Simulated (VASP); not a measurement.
Set up this calculation in VASP 6.6.1, as the native input.

```yaml
Task: single point
Functional: PBE
Potentials_or_basis: VASP PAW PBE potentials, release 64 (Au, C)
Cutoff: 520 eV
k_mesh: 9 × 9 × 1
Occupations: gaussian, width 0.1 eV
Spin: no spin polarisation
Dipole_correction: yes
Further_INCAR_settings: ALGO = Normal; EDIFF = 1e-06; NBANDS = 26
```

The structure of Au3C lies in POSCAR:

```
Au3C
1.0
    2.9402049748      0.0000000000      0.0000000000
   -1.4701024874      2.5462922005      0.0000000000
    0.0000000000      0.0000000000     21.8974947720
Au C
3 1
Direct
    0.6666666667      0.3333333333      0.1826692981
    0.3333333333      0.6666666667      0.2945190844
    0.0000000000      0.0000000000      0.4063247812
    0.3333333333     -0.3333333333      0.5510901999
```

One way to write it, as run:

INCAR

```
ALGO = Normal
DIPOL = 0.5 0.5 0.359
EDIFF = 1E-6
ENCUT = 520
GGA = PE
IDIPOL = 3
ISIF = 2
ISMEAR = 0
LASPH = T
LCHARG = F
LDIPOL = T
LREAL = F
LWAVE = F
NBANDS = 26
NELM = 100
PREC = Accurate
SIGMA = 0.1
```

KPOINTS

```
k-points
0
Gamma
  9 9 1
```

Potentials or basis: VASP PAW PBE potentials, release 64 (Au, C).

Command:

```bash
$ cat potpaw_PBE.64/Au/POTCAR potpaw_PBE.64/C/POTCAR > POTCAR
$ mpirun -np 1 vasp_std > vasp.out
```

It gave:

```
Largest force : 0.487 eV/Å
```

Run time: 41 s on 1 thread of Intel(R) Xeon(R) 6975P-C (Granite Rapids) (shared host), peak memory 0.31 GiB.
